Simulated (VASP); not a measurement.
## PbSe: single point with PBE+D3(BJ)

The system is PbSe.

```
Pb Se
1.0
     2.15488   -6.13395    0.00000
     2.15488    6.13395    0.00000
     0.00000    0.00000    4.45049
Pb Se
2 2
Direct
  0.63176 0.36824 0.75843
  0.36824 0.63176 0.25843
  0.86129 0.13871 0.75000
  0.13871 0.86129 0.25000
```

This cell differs from its parent crystal: all Pb atoms moved +0.037 Å, as atom 1 along Cartesian [0 0 1].

```
Program                : VASP 6.6.1
Task                   : single point
Functional             : PBE
Dispersion             : D3(BJ)
Potentials or basis    : VASP PAW PBE potentials, release 64 (Pb_d, Se)
Cutoff                 : 520 eV
k mesh                 : 8 × 8 × 6
Occupations            : gaussian, width 0.05 eV
Spin                   : no spin polarisation
Dipole correction      : no
Further INCAR settings : ALGO = Normal; EDIFF = 1e-06; NBANDS = 28
```

| Quantity | Value |
| --- | --- |
| Pressure | -0.9 GPa |
| Largest force | 0.134 eV/Å |
| Band gap on the k mesh | 1.08 eV (least direct gap 1.20 eV) |
| Dispersion energy per atom | -0.360 eV |

Forces in eV/Å, atoms in the order of the input:
```
Pb   0.000  0.099 -0.008
Pb   0.000 -0.099 -0.008
Se   0.000 -0.134  0.008
Se   0.000  0.134  0.008
```

Stress tensor (GPa, compression positive):
```
-1.00  0.00  0.00
 0.00 -0.74  0.00
 0.00  0.00 -0.99
```

Levels at points of the mesh, in eV from the valence-band top:
```csv
k point,band 16,band 17,band 18,band 19,band 20,band 21,band 22,band 23,band 24,band 25
"(0.00, 0.00, 0.00)",-2.80,-2.15,-1.54,-1.28,-0.39,4.47,4.47,4.70,5.30,5.32
"(0.50, 0.00, 0.00)",-1.83,-1.19,-0.92,-0.47,-0.24,1.55,1.65,1.88,2.69,2.76
"(0.50, 0.50, 0.00)",-2.42,-1.82,-1.68,-1.09,-0.57,1.16,4.27,4.50,4.61,4.95
"(0.00, 0.00, 0.50)",-2.61,-0.88,-0.88,-0.03,-0.03,1.55,1.55,2.38,2.38,4.88
"(0.50, 0.00, 0.50)",-4.09,-3.03,-3.03,-1.27,-1.27,3.18,3.18,5.45,5.45,6.14
"(0.50, 0.50, 0.50)",-1.01,-0.97,-0.97,-0.39,-0.39,1.34,1.34,2.84,2.84,3.13
```

Run time: 3.6 min on 1 thread of Intel(R) Xeon(R) Platinum 8375C CPU @ 2.90GHz (Ice Lake) (shared host), peak memory 0.45 GiB.

Caveat: the cell differs from its parent crystal (all Pb atoms moved +0.037 Å, as atom 1 along Cartesian [0 0 1]); spin-orbit coupling is left out, which moves the levels of the heavy elements. A k mesh can miss the band edges.
